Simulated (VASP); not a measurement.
# Ta2N (P-3m1) in VASP: a series of runs

Aim: see how the results for Ta2N move with the level of theory and the settings. Levels: PBEsol+U, r2SCAN. Tasks: single point.

All numbers are computed with VASP 6.6.1; they aren't measurements. Logs are shortened: lines on timing, memory, paths and dates and some standing lists are left out, and cuts for length are marked.

## 1. The cell of the first run

The structure is trigonal, space group P-3m1 (No. 164). The conventional cell has a = 3.133 Å, b = 3.133 Å, c = 4.902 Å, α = 90.00°, β = 90.00°, γ = 120.00°. Within 2.9 Å of Ta (site symmetry 3m) lie 3 N at 2.20 Å. N (site symmetry -3m) has 6 Ta at 2.20 Å within 2.9 Å.

## 2. Single point, PBEsol+U

Input file INCAR:

```
SYSTEM = Ta2N
PREC = Accurate ; ENCUT = 520
EDIFF = 1E-6 ; ISMEAR = 0
SIGMA = 0.1 ; LREAL = .FALSE.
LASPH = .TRUE. ; NELM = 150
ALGO = Normal ; ISIF = 2
LWAVE = .FALSE. ; LCHARG = .FALSE.
LMAXMIX = 4 ; LDAU = .TRUE.
LDAUTYPE = 2 ; LDAUL = 2 -1
LDAUU = 2 0 ; LDAUJ = 0 0
LDAUPRINT = 1 ; GGA = PS
NBANDS = 20
```

Input file KPOINTS:

```
regular mesh
0
G
  10 10 6
  0 0 0
```

Input file POSCAR:

```
Ta2N
1.0
    3.1334770837      0.0000000000      0.0000000000
   -1.5667385418      2.7136707566      0.0000000000
    0.0000000000      0.0000000000      4.9020925425
Ta N
2 1
Direct
    0.3333333333      0.6666666667      0.2547110000
    0.6666666667      0.3333333333      0.7452890000
    0.0000000000      0.0000000000      0.0000000000
```

Potentials or basis: VASP PAW PBE potentials, release 64 (Ta_pv, N).

Command:

```
cat potpaw_PBE.64/Ta_pv/POTCAR potpaw_PBE.64/N/POTCAR > POTCAR
mpirun -np 1 vasp_std > vasp.out
```

OUTCAR:

```text
SYSTEM = Ta2N
   PREC = Accurate
   ENCUT = 520
   EDIFF = 1E-6
   ISMEAR = 0
   LREAL = .FALSE.
   LASPH = .TRUE.
   NELM = 150
   ISIF = 2
   GGA = PS

 ion  position               nearest neighbor table
   1  0.333  0.667  0.255-   3 2.20   3 2.20   3 2.20   2 3.01   2 3.01   2 3.01   2 3.08   2 3.08
                             2 3.08
   2  0.667  0.333  0.745-   3 2.20   3 2.20   3 2.20   1 3.01   1 3.01   1 3.01   1 3.08   1 3.08
                             1 3.08
   3  0.000  0.000  0.000-   1 2.20   2 2.20   1 2.20   2 2.20   2 2.20   1 2.20

  LATTYP: Found a hexagonal cell.
 ALAT       =     3.1334770837
 C/A-ratio  =     1.5644258476

  Lattice vectors:

 A1 = (   3.1334770837,   0.0000000000,   0.0000000000)
 A2 = (  -1.5667385418,   2.7136707566,   0.0000000000)
 A3 = (   0.0000000000,   0.0000000000,   4.9020925425)

Analysis of symmetry for initial positions (statically):
=====================================================================
 Subroutine PRICEL returns:
 Original cell was already a primitive cell.

 Routine SETGRP: Setting up the symmetry group for a
 hexagonal supercell.

 Subroutine GETGRP returns: Found 12 space group operations
 (whereof 12 operations were pure point group operations)
 out of a pool of 24 trial point group operations.

The static configuration has the point symmetry D_3d.

Analysis of symmetry for dynamics (positions and initial velocities):
=====================================================================
 Subroutine PRICEL returns:
 Original cell was already a primitive cell.

 Routine SETGRP: Setting up the symmetry group for a
 hexagonal supercell.

 Subroutine GETGRP returns: Found 12 space group operations
 (whereof 12 operations were pure point group operations)
 out of a pool of 24 trial point group operations.

The dynamic configuration has the point symmetry D_3d.

 Subroutine INISYM returns: Found 12 space group operations
 (whereof 12 operations are pure point group operations),
 and found     1 'primitive' translations

----------------------------------------------------------------------------------------

                                     Primitive cell

  volume of cell :      41.6836

  direct lattice vectors                    reciprocal lattice vectors
     3.133477084  0.000000000  0.000000000     0.319134295  0.184252271  0.000000000
    -1.566738542  2.713670757  0.000000000     0.000000000  0.368504542  0.000000000
     0.000000000  0.000000000  4.902092543     0.000000000  0.000000000  0.203994517

  length of vectors
     3.133477084  3.133477084  4.902092543     0.368504542  0.368504542  0.203994517

  position of ions in fractional coordinates (direct lattice)
     0.333333333  0.666666667  0.254711000
     0.666666667  0.333333333  0.745289000
     0.000000000  0.000000000  0.000000000

  ion indices of the primitive-cell ions
   primitive index   ion index
                 1           1
                 2           2
                 3           3

----------------------------------------------------------------------------------------

 KPOINTS: regular mesh

Automatic generation of k-mesh.
 Grid dimensions read from file:
 generate k-points for:   10   10    6

[... 86 lines left out ...]
  Thomas-Fermi vector in A             =   2.537802
   LORBIT       =      0    0 simple, 1 ext, 2 COOP (PROOUT), +10 PAW based schemes
 LDA+U is selected, type is set to LDAUTYPE =  2
   angular momentum for each species LDAUL =     2   -1
   U (eV)           for each species LDAUU =   2.0  0.0
   J (eV)           for each species LDAUJ =   0.0  0.0
   GGA     = PS    functional components
   LHFCALC =     F    Hartree Fock is set to
   AEXX    =    0.0000 exact exchange contribution
   IVDW    =     0    specifies the selected vdW correction
   LEPSILON=     F    determine dielectric tensor
   LRPA    =     F    only Hartree local field effects (RPA)
 non-spin polarized calculation
 Gauss-broadening in eV      SIGMA  =   0.10
  energy-cutoff  :      520.00
  volume of cell :       41.68
 maximum number of plane-waves:      1140
   NGX = 11   NGY = 11   NGZ = 19

atom =   1  type =  1  l = 2

 onsite density matrix

spin component  1

  0.2255  0.0000 -0.0000 -0.0085  0.0000
  0.0000  0.2264  0.0000  0.0000 -0.0085
 -0.0000  0.0000  0.2461  0.0000 -0.0000
 -0.0085  0.0000  0.0000  0.2264 -0.0000
  0.0000 -0.0085 -0.0000 -0.0000  0.2255

spin component  2

  0.2255  0.0000 -0.0000 -0.0085  0.0000
  0.0000  0.2264  0.0000  0.0000 -0.0085
 -0.0000  0.0000  0.2461  0.0000 -0.0000
 -0.0085  0.0000  0.0000  0.2264 -0.0000
  0.0000 -0.0085 -0.0000 -0.0000  0.2255

 occupancies and eigenvectors

  o =  0.2175  v = -0.2452  0.6482  0.0000 -0.2330  0.6823  0.0000  0.0000  0.0000  0.0000  0.0000      0.0000  0.0000  0.0000  0.0000  0.0000  0.0000  0.0000  0.0000  0.0000  0.0000
  o =  0.2175  v =  0.0000  0.0000  0.0000  0.0000  0.0000 -0.2452  0.6482  0.0000 -0.2330  0.6823      0.0000  0.0000  0.0000  0.0000  0.0000  0.0000  0.0000  0.0000  0.0000  0.0000
  o =  0.2175  v =  0.0000  0.0000  0.0000  0.0000  0.0000  0.6823  0.2330  0.0000  0.6482  0.2452      0.0000  0.0000  0.0000  0.0000  0.0000  0.0000  0.0000  0.0000  0.0000  0.0000
  o =  0.2175  v =  0.6823  0.2330  0.0000  0.6482  0.2452  0.0000  0.0000  0.0000  0.0000  0.0000      0.0000  0.0000  0.0000  0.0000  0.0000  0.0000  0.0000  0.0000  0.0000  0.0000
  o =  0.2344  v =  0.2330  0.6823 -0.0000 -0.2452 -0.6482  0.0000  0.0000  0.0000  0.0000  0.0000      0.0000  0.0000  0.0000  0.0000  0.0000  0.0000  0.0000  0.0000  0.0000  0.0000
  o =  0.2344  v =  0.0000  0.0000  0.0000  0.0000  0.0000  0.2330  0.6823 -0.0000 -0.2452 -0.6482      0.0000  0.0000  0.0000  0.0000  0.0000  0.0000  0.0000  0.0000  0.0000  0.0000
  o =  0.2344  v =  0.0000  0.0000  0.0000  0.0000  0.0000 -0.6482  0.2452 -0.0000  0.6823 -0.2330      0.0000  0.0000  0.0000  0.0000  0.0000  0.0000  0.0000  0.0000  0.0000  0.0000
  o =  0.2344  v = -0.6482  0.2452 -0.0000  0.6823 -0.2330  0.0000  0.0000  0.0000  0.0000  0.0000      0.0000  0.0000  0.0000  0.0000  0.0000  0.0000  0.0000  0.0000  0.0000  0.0000
  o =  0.2461  v = -0.0000  0.0000  1.0000  0.0000 -0.0000  0.0000  0.0000  0.0000  0.0000  0.0000      0.0000  0.0000  0.0000  0.0000  0.0000  0.0000  0.0000  0.0000  0.0000  0.0000
  o =  0.2461  v =  0.0000  0.0000  0.0000  0.0000  0.0000 -0.0000  0.0000  1.0000  0.0000 -0.0000      0.0000  0.0000  0.0000  0.0000  0.0000  0.0000  0.0000  0.0000  0.0000  0.0000

atom =   2  type =  1  l = 2

 onsite density matrix

spin component  1

  0.2255  0.0000 -0.0000 -0.0085  0.0000
  0.0000  0.2264  0.0000  0.0000 -0.0085
 -0.0000  0.0000  0.2461  0.0000 -0.0000
 -0.0085  0.0000  0.0000  0.2264 -0.0000
  0.0000 -0.0085 -0.0000 -0.0000  0.2255

spin component  2

  0.2255  0.0000 -0.0000 -0.0085  0.0000
  0.0000  0.2264  0.0000  0.0000 -0.0085
 -0.0000  0.0000  0.2461  0.0000 -0.0000
 -0.0085  0.0000  0.0000  0.2264 -0.0000
  0.0000 -0.0085 -0.0000 -0.0000  0.2255

 occupancies and eigenvectors

  o =  0.2175  v = -0.2452  0.6482  0.0000 -0.2330  0.6823  0.0000  0.0000  0.0000  0.0000  0.0000      0.0000  0.0000  0.0000  0.0000  0.0000  0.0000  0.0000  0.0000  0.0000  0.0000
  o =  0.2175  v =  0.0000  0.0000  0.0000  0.0000  0.0000 -0.2452  0.6482  0.0000 -0.2330  0.6823      0.0000  0.0000  0.0000  0.0000  0.0000  0.0000  0.0000  0.0000  0.0000  0.0000
  o =  0.2175  v =  0.0000  0.0000  0.0000  0.0000  0.0000  0.6823  0.2330  0.0000  0.6482  0.2452      0.0000  0.0000  0.0000  0.0000  0.0000  0.0000  0.0000  0.0000  0.0000  0.0000
  o =  0.2175  v =  0.6823  0.2330  0.0000  0.6482  0.2452  0.0000  0.0000  0.0000  0.0000  0.0000      0.0000  0.0000  0.0000  0.0000  0.0000  0.0000  0.0000  0.0000  0.0000  0.0000
  o =  0.2344  v =  0.2330  0.6823 -0.0000 -0.2452 -0.6482  0.0000  0.0000  0.0000  0.0000  0.0000      0.0000  0.0000  0.0000  0.0000  0.0000  0.0000  0.0000  0.0000  0.0000  0.0000
  o =  0.2344  v =  0.0000  0.0000  0.0000  0.0000  0.0000  0.2330  0.6823 -0.0000 -0.2452 -0.6482      0.0000  0.0000  0.0000  0.0000  0.0000  0.0000  0.0000  0.0000  0.0000  0.0000
  o =  0.2344  v =  0.0000  0.0000  0.0000  0.0000  0.0000 -0.6482  0.2452 -0.0000  0.6823 -0.2330      0.0000  0.0000  0.0000  0.0000  0.0000  0.0000  0.0000  0.0000  0.0000  0.0000
  o =  0.2344  v = -0.6482  0.2452 -0.0000  0.6823 -0.2330  0.0000  0.0000  0.0000  0.0000  0.0000      0.0000  0.0000  0.0000  0.0000  0.0000  0.0000  0.0000  0.0000  0.0000  0.0000
  o =  0.2461  v = -0.0000  0.0000  1.0000  0.0000 -0.0000  0.0000  0.0000  0.0000  0.0000  0.0000      0.0000  0.0000  0.0000  0.0000  0.0000  0.0000  0.0000  0.0000  0.0000  0.0000
  o =  0.2461  v =  0.0000  0.0000  0.0000  0.0000  0.0000 -0.0000  0.0000  1.0000  0.0000 -0.0000      0.0000  0.0000  0.0000  0.0000  0.0000  0.0000  0.0000  0.0000  0.0000  0.0000

 number of electron      26.9999995 magnetization

 Free energy of the ion-electron system (eV)
  ---------------------------------------------------
  ext. energy  EPLUGINS =         0.00000000
  ---------------------------------------------------
  free energy    TOTEN  =       -32.82178951 eV

  energy without entropy =      -32.81260266  energy(sigma->0) =      -32.81719608

 E-fermi :   7.4247     XC(G=0): -12.8825

 val. band max:        7.4221945850   @ k =   0.1000   0.0000   0.0000
 cond. band min:       7.4327016274   @ k =   0.1000   0.0000   0.0000
 fundamental gap:      0.0105070424
 Fermi energy:         7.4246547557

 k-point     1 :       0.0000    0.0000    0.0000
  band No.  band energies     occupation
      1     -28.6748      2.00000
      2     -28.0234      2.00000
      3     -28.0234      2.00000
      4     -27.9056      2.00000
      5     -27.9056      2.00000
      6     -27.7911      2.00000
[... 541 lines left out ...]
     19      11.8180      0.00000
     20      12.6904      0.00000

 [... further k-points ...]
[... 5 lines left out ...]
  --------------------------------------------------------------------------------------
  -------------------------------------------------------------------------------------
  Total       -2.4092638     -2.4092638     -1.7955918     -0.0000000     -0.0000000      0.0000000
  in kB      -92.6040001    -92.6040001    -69.0165120     -0.0000000     -0.0000000      0.0000000
  external PRESSURE =     -84.7415040 kB  Pullay stress =       0.0000000 kB

 VOLUME and BASIS-vectors are now :
 -----------------------------------------------------------------------------
  energy-cutoff  :      520.00
  volume of cell :       41.68
      direct lattice vectors                 reciprocal lattice vectors
     3.133477084  0.000000000  0.000000000     0.319134295  0.184252271  0.000000000
    -1.566738542  2.713670757  0.000000000     0.000000000  0.368504542  0.000000000
     0.000000000  0.000000000  4.902092543     0.000000000  0.000000000  0.203994517

 POSITION                                       TOTAL-FORCE (eV/Angst)
 -----------------------------------------------------------------------------------
     -0.00000      1.80911      1.24862         0.000000     -0.000000     -0.092667
      1.56674      0.90456      3.65348        -0.000000      0.000000      0.092667
      0.00000      0.00000      0.00000        -0.000000      0.000000      0.000000
 -----------------------------------------------------------------------------------
    total drift:                               -0.000000      0.000000      0.000000

  FREE ENERGIE OF THE ION-ELECTRON SYSTEM (eV)
  ---------------------------------------------------
  free  energy   TOTEN  =       -32.8217895062 eV

  energy  without entropy=      -32.8126026572  energy(sigma->0) =      -32.81719608
```

Wall time 20 s (1 thread of Intel Xeon 6975P-C (Granite Rapids), shared host); peak memory 0.19 GiB.

Results:

- Free energy: -32.8218 eV
- Pressure: -8.5 GPa
- Largest force: 0.093 eV/Å

Forces on the atoms (eV/Å):
```
Ta   0.000  0.000 -0.093
Ta   0.000  0.000  0.093
N    0.000  0.000  0.000
```

Eigenvalues of the final occupation matrices:
| site | spin | trace | eigenvalues |
| --- | --- | --- | --- |
| site 1 d | 1 | 1.15 | 0.22 0.22 0.23 0.23 0.25 |
| site 1 d | 2 | 1.15 | 0.22 0.22 0.23 0.23 0.25 |
| site 2 d | 1 | 1.15 | 0.22 0.22 0.23 0.23 0.25 |
| site 2 d | 2 | 1.15 | 0.22 0.22 0.23 0.23 0.25 |

Caveat: the PAW data sets were made with another functional, which shifts forces and pressure a little; spin-orbit coupling is left out, which moves the levels of the heavy elements; U without spin polarisation on a metal has little footing.

## 3. Single point, PBEsol+U

This run uses another cell than the first one, of 14.17 Å³/atom, 1.020 times its volume.

Input file INCAR:

```
SYSTEM = Ta2N
PREC = Accurate
ENCUT = 520
EDIFF = 1E-6
ISMEAR = 0
SIGMA = 0.1
LREAL = .FALSE.
LASPH = .TRUE.
NELM = 150
ALGO = Normal
ISIF = 2
LWAVE = .FALSE.
LCHARG = .FALSE.
LMAXMIX = 4
LDAU = .TRUE.
LDAUTYPE = 2
LDAUL = 2 -1
LDAUU = 2 0
LDAUJ = 0 0
LDAUPRINT = 1
GGA = PS
NBANDS = 20
```

KPOINTS is that of step 2.

Input file POSCAR:

```
Ta2N
1.0
    3.1538249076      0.0000000000      0.0000000000
   -1.5769124538      2.7312924890      0.0000000000
    0.0000000000      0.0000000000      4.9339252043
Ta N
2 1
Direct
    0.3333333333      0.6666666667      0.2547110000
    0.6666666667      0.3333333333      0.7452890000
    0.0000000000      0.0000000000      0.0000000000
```

Potentials or basis: VASP PAW PBE potentials, release 64 (Ta_pv, N).

Command:

```
cat potpaw_PBE.64/Ta_pv/POTCAR potpaw_PBE.64/N/POTCAR > POTCAR
mpirun -np 1 vasp_std > vasp.out
```

Wall time 20 s (1 thread of Intel Xeon 6975P-C (Granite Rapids), shared host); peak memory 0.19 GiB.

It converged, with:

```
Free energy   : -32.7668 eV
Pressure      : -13.2 GPa
Largest force : 0.194 eV/Å
```

Forces in eV/Å, atoms in the order of the input:
```
Ta   0.000  0.000 -0.194
Ta   0.000  0.000  0.194
N    0.000  0.000  0.000
```

Stress tensor (GPa, compression positive):
```
-13.95   0.00   0.00
  0.00 -13.95   0.00
  0.00   0.00 -11.79
```

Levels at points of the mesh, in eV from the Fermi level:
| k point | band 10 | band 11 | band 12 | band 13 | band 14 | band 15 | band 16 | band 17 | band 18 | band 19 |
| --- | --- | --- | --- | --- | --- | --- | --- | --- | --- | --- |
| (0.00, 0.00, 0.00) | -5.91 | -5.24 | -0.64 | -0.20 | -0.20 | 0.20 | 0.30 | 0.30 | 1.14 | 1.14 |
| (0.50, 0.00, 0.00) | -6.22 | -4.36 | -2.69 | -1.54 | 1.68 | 1.77 | 3.49 | 3.82 | 3.91 | 4.03 |
| (0.00, 0.00, 0.50) | -6.06 | -2.85 | -2.80 | -1.03 | -1.03 | 1.45 | 1.65 | 2.19 | 2.19 | 2.55 |
| (0.50, 0.00, 0.50) | -6.00 | -3.24 | -2.28 | -2.22 | -0.30 | 0.70 | 3.17 | 3.32 | 3.84 | 4.20 |

Eigenvalues of the final occupation matrices:
```tsv
site	spin	trace	eigenvalues
site 1 d	1	1.14	0.22 0.22 0.23 0.23 0.24
site 1 d	2	1.14	0.22 0.22 0.23 0.23 0.24
site 2 d	1	1.14	0.22 0.22 0.23 0.23 0.24
site 2 d	2	1.14	0.22 0.22 0.23 0.23 0.24
```

Caveat: the PAW data sets were made with another functional, which shifts forces and pressure a little; spin-orbit coupling is left out, which moves the levels of the heavy elements; U without spin polarisation on a metal has little footing.

## 4. Single point, PBEsol+U

This run uses another cell than the first one, of 14.44 Å³/atom, 1.039 times its volume.

Input file INCAR:

```
SYSTEM = Ta2N
PREC     = Accurate       ! precision mode
ENCUT    = 520            ! plane-wave cutoff, eV
EDIFF    = 1E-6           ! SCF threshold, eV
ISMEAR   = 0              ! smearing method
SIGMA    = 0.1            ! smearing width, eV
LREAL    = .False.        ! projectors in reciprocal space
LASPH    = .True.         ! aspherical terms in the spheres
NELM     = 150            ! most SCF steps
ALGO     = Normal         ! electronic algorithm
ISIF     = 2              ! what is computed and relaxed
LWAVE    = .False.        ! write WAVECAR
LCHARG   = .True.         ! write CHGCAR
LMAXMIX  = 4              ! l up to which the mixer works
LDAU     = .True.         ! DFT+U
LDAUTYPE = 2            
LDAUL    = 2 -1           ! shell
LDAUU    = 2 0            ! U, eV
LDAUJ    = 0 0          
LDAUPRINT= 1            
GGA      = PS             ! functional
LELF     = .True.         ! ELF
LVHAR    = .True.       
NBANDS   = 20             ! bands
```

Input file KPOINTS:

```
Automatic mesh
0
Gamma
  10 10 6
  0 0 0
```

Input file POSCAR:

```
Ta2N
1.0
    3.1739135059      0.0000000000      0.0000000000
   -1.5869567530      2.7486897255      0.0000000000
    0.0000000000      0.0000000000      4.9653523268
Ta N
2 1
Direct
    0.3333333333      0.6666666667      0.2547110000
    0.6666666667      0.3333333333      0.7452890000
    0.0000000000      0.0000000000      0.0000000000
```

Command:

```
cat potpaw_PBE.64/Ta_pv/POTCAR potpaw_PBE.64/N/POTCAR > POTCAR
mpirun -np 1 vasp_std > vasp.out
```

Run time: 21 s. Hardware: 1 thread of Intel Xeon 6975P-C (Granite Rapids), shared host; peak memory 0.19 GiB.

Results (log left out):

```yaml
Free_energy: -32.6887 eV
Pressure: -17.5 GPa
Largest_force: 0.286 eV/Å
```

Forces in eV/Å, atoms in the order of the input:
```
Ta   0.000  0.000 -0.286
Ta   0.000  0.000  0.286
N    0.000  0.000  0.000
```

Stress tensor (GPa, compression positive):
```
-18.16   0.00   0.00
  0.00 -18.16   0.00
  0.00   0.00 -16.19
```

Levels at points of the mesh, in eV from the Fermi level:
```
           k point  band 10  band 11  band 12  band 13  band 14  band 15  band 16  band 17  band 18  band 19
(0.00, 0.00, 0.00)    -5.81    -5.24    -0.63    -0.19    -0.19     0.20     0.29     0.29     1.11     1.11
(0.50, 0.00, 0.00)    -6.13    -4.27    -2.66    -1.55     1.64     1.72     3.39     3.71     3.78     3.92
(0.00, 0.00, 0.50)    -5.96    -2.81    -2.79    -1.01    -1.01     1.35     1.61     2.14     2.14     2.48
(0.50, 0.00, 0.50)    -5.91    -3.19    -2.27    -2.20    -0.30     0.69     3.08     3.24     3.74     4.09
```

Eigenvalues of the final occupation matrices:
```
    site  spin  trace               eigenvalues
site 1 d     1   1.13  0.21 0.21 0.23 0.23 0.24
site 1 d     2   1.13  0.21 0.21 0.23 0.23 0.24
site 2 d     1   1.13  0.21 0.21 0.23 0.23 0.24
site 2 d     2   1.13  0.21 0.21 0.23 0.23 0.24
```

Caveat: the PAW data sets were made with another functional, which shifts forces and pressure a little; spin-orbit coupling is left out, which moves the levels of the heavy elements; U without spin polarisation on a metal has little footing.

(Part 1 of 2 ends here.)
